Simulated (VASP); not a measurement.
A run of VASP 6.6.1 is set up as follows.

The input INCAR:

```
SYSTEM = Ba
ALGO = Fast ; EDIFF = 1E-7
EDIFFG = -0.005 ; ENCUT = 600
GGA = PS ; IBRION = 2
ISIF = 3 ; ISMEAR = -1
LASPH = .TRUE. ; LCHARG = .FALSE.
LREAL = .FALSE. ; LWAVE = .FALSE.
NELM = 60 ; NSW = 80
PREC = Accurate ; PSTRESS = 200.0
SIGMA = 0.05
```

Contents of KPOINTS:

```
k-points
0
G
  8 8 8
  0 0 0
```

File POSCAR:

```
Ba
1.0
   -2.5065000000      2.5065000000      2.5065000000
    2.5065000000     -2.5065000000      2.5065000000
    2.5065000000      2.5065000000     -2.5065000000
Ba
1
Direct
    0.0000000000      0.0000000000      0.0000000000
```

Potentials or basis: VASP PAW PBE potentials, release 64 (Ba_sv).

Command:

```console
$ cat potpaw_PBE.64/Ba_sv/POTCAR > POTCAR
$ mpirun -np 1 vasp_std > vasp.out
```

Predict the space group after relaxing (to 0.1 Å).

Im-3m (No. 229).

What does it give for the band gap on the k mesh?

Zero (bands 5 and 6 overlap by 4.93 eV).

Predict the relaxed cell.

a = 3.335 Å, b = 3.335 Å, c = 3.335 Å, α = 109.47°, β = 109.47°, γ = 109.47°.

Estimate the relaxed volume.

28.55 Å³/atom.

Step by step:
| step | energy change (eV) | largest force (eV/Å) | pressure (GPa) | volume (Å³) |
| --- | --- | --- | --- | --- |
| 1 | 0.0000 | 0.0000 | -0.66 | 62.99 |
| 2 | 8.6132 | 0.0000 | 283.47 | 14.17 |
| 3 | 0.2910 | 0.0000 | 2.55 | 45.72 |
| 4 | 0.3350 | 0.0000 | 7.30 | 38.35 |
| 5 | 0.9876 | 0.0000 | 17.97 | 29.50 |
| 6 | 1.1094 | 0.0000 | 20.14 | 28.47 |
| 7 | 1.0978 | 0.0000 | 19.87 | 28.57 |
| 8 | 1.1021 | 0.0000 | 20.22 | 28.53 |
| 9 | 1.0994 | 0.0000 | 19.97 | 28.55 |

Caveat: the cell is relaxed towards a set pressure, so the run minimises the enthalpy, not the energy; the volume moved by over 15 % at a fixed basis, so the end points are rough; the PAW data sets were made with another functional, which shifts forces and pressure a little; spin-orbit coupling is left out, which moves the levels of the heavy elements.
